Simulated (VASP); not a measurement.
A run of VASP 6.6.1 is set up as follows.

Contents of INCAR:

```
SYSTEM = Hf
  ALGO = Normal
  DIPOL = 0.5 0.5 0.294
  EDIFF = 1E-6
  ENCUT = 520
  GGA = PE
  IDIPOL = 3
  ISIF = 2
  ISMEAR = 0
  LASPH = .TRUE.
  LCHARG = .FALSE.
  LDIPOL = .TRUE.
  LREAL = .FALSE.
  LWAVE = .FALSE.
  NBANDS = 11
  NELM = 80
  PREC = Accurate
  SIGMA = 0.1
```

The input KPOINTS:

```
k-points
0
G
  24 24 1
  0 0 0
```

File POSCAR:

```
Hf
1.0
    2.9334786884      0.0000000000      0.0000000000
   -1.4667393442      2.5404670656      0.0000000000
    0.0000000000      0.0000000000     23.8000000000
Hf
1
Direct
    0.0000000000      0.0000000000      0.2941176471
```

Potentials or basis: VASP PAW PBE potentials, release 64 (Hf_pv).

The run is started by

```sh
$ cat potpaw_PBE.64/Hf_pv/POTCAR > POTCAR
$ mpirun -np 1 vasp_std > vasp.out
```

(1) Predict the band gap on the k mesh.

## Answers

(1) zero (bands 5 and 6 overlap by 0.77 eV).

Caveat: spin-orbit coupling is left out, which moves the levels of the heavy elements.
